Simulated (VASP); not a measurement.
Runs of VASP 6.6.1 on InPd. The structure is that of space group Pm-3m (No. 221), or close to it. The cells are those of the table. 

| level | potentials or basis | cell | k mesh | cutoff (eV) | smearing | second run | gap on the mesh (eV) | pressure (GPa) |
| --- | --- | --- | --- | --- | --- | --- | --- | --- |
| LDA | VASP PAW LDA potentials, release 64 (In_d, Pd) | a = 3.228 Å, 2 atoms | 8 × 8 × 8 | 520 | fermi-dirac 0.05 eV | - | none | -1.4 |
| BLYP+D4 | VASP PAW PBE potentials, release 64 (In_d, Pd) | a = 3.303 Å, 2 atoms | 8 × 8 × 8 | 520 | fermi-dirac 0.05 eV | - | none | (c) |
| LDA | VASP PAW LDA potentials, release 64 (In_d, Pd_sv_GW) | a = 3.205 Å, 2 atoms | 8 × 8 × 8 | 540 | fermi-dirac 0.05 eV | valence_matched | none | 0.5 |
| LDA | VASP PAW LDA potentials, release 64 (In_d, Pd) | a = 3.294 Å, 2 atoms | 8 × 8 × 8 | 520 | fermi-dirac 0.05 eV | - | none | -8.8 |
| r2SCAN | VASP PAW PBE potentials, release 64 (In_d, Pd) | a = 3.267 Å, 2 atoms | 8 × 8 × 8 | 520 | fermi-dirac 0.05 eV | - | none | (b) |
| PBE | VASP PAW PBE potentials, release 64 (In_d, Pd) | a = 3.228 Å, 2 atoms | 8 × 8 × 8 | 520 | fermi-dirac 0.05 eV | - | none | (a) |
| LDA | VASP PAW LDA potentials, release 64 (In_d, Pd) | a = 3.205 Å, 2 atoms | 8 × 8 × 8 | 520 | fermi-dirac 0.05 eV | - | none | 1.9 |
| PBE | VASP PAW PBE potentials, release 64 (In_d, Pd) | a = 3.272 Å, 2 atoms | 9 × 9 × 9 | 520 | gaussian 0.1 eV | - | none | 3.8 |

Alike in all rows: task single point; no spin polarisation.

Q: Fill in the values left out.

A: (a) 10.0; (b) 0.6; (c) 0.3.

Caveats: spin-orbit coupling is left out, which moves the levels of the heavy elements; the PAW data sets were made with another functional, which shifts forces and pressure a little (some runs); pairwise dispersion overbinds metals, which lowers pressure and volume (some runs).

A k mesh can miss the band edges, and the runs leave out spin-orbit coupling on In, Pd.

A gap of «none» marks levels without a gap at the run's occupations.

The runs don't all hold the same shells in valence.
